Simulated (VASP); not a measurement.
Eu: single point with LDA

Eu:

```
CELL_PARAMETERS angstrom
-2.05443 2.05443 2.05443
2.05443 -2.05443 2.05443
2.05443 2.05443 -2.05443
ATOMIC_POSITIONS crystal
Eu 0.00000 0.00000 0.00000
```

* Program: VASP 6.6.1
* Task: single point
* Functional: LDA
* Potentials or basis: VASP PAW PBE potentials, release 64 (Eu)
* Cutoff: 520 eV
* k mesh: 5 × 5 × 5
* Occupations: fermi-dirac, width 0.05 eV
* Spin: collinear spin, ferromagnetic start
* Starting moments: [6.925] μB

```json
{"Pressure": "-0.2 GPa", "Net moment": "7.15 μB per cell", "Site moments": "Eu +6.65 μB", "Valence electrons inside the program's atomic spheres": "Eu 14.72"}
```

Levels at points of the mesh, in eV from the Fermi level:
Spin up:
```tsv
k point	band 9	band 10	band 11	band 12	band 13	band 14	band 15	band 16
(0.00, 0.00, 0.00)	-0.32	-0.32	-0.32	-0.26	1.90	1.90	1.90	4.05
```
Spin down:
| k point | band 1 | band 2 | band 3 | band 4 | band 5 | band 6 | band 7 | band 8 | band 9 | band 10 |
| --- | --- | --- | --- | --- | --- | --- | --- | --- | --- | --- |
| (0.00, 0.00, 0.00) | -38.45 | -17.56 | -17.56 | -17.56 | -3.82 | 2.86 | 2.86 | 2.86 | 3.49 | 3.49 |

It took 11 s on 1 thread of Intel(R) Xeon(R) 6975P-C (Granite Rapids) (shared host), peak memory 0.16 GiB.

Caveat: the k points lie up to 0.43 Å⁻¹ apart; the PAW data sets were made with another functional, which shifts forces and pressure a little; spin-orbit coupling is left out, which moves the levels of the heavy elements. The state reached can hang on the start; a lower one may exist.
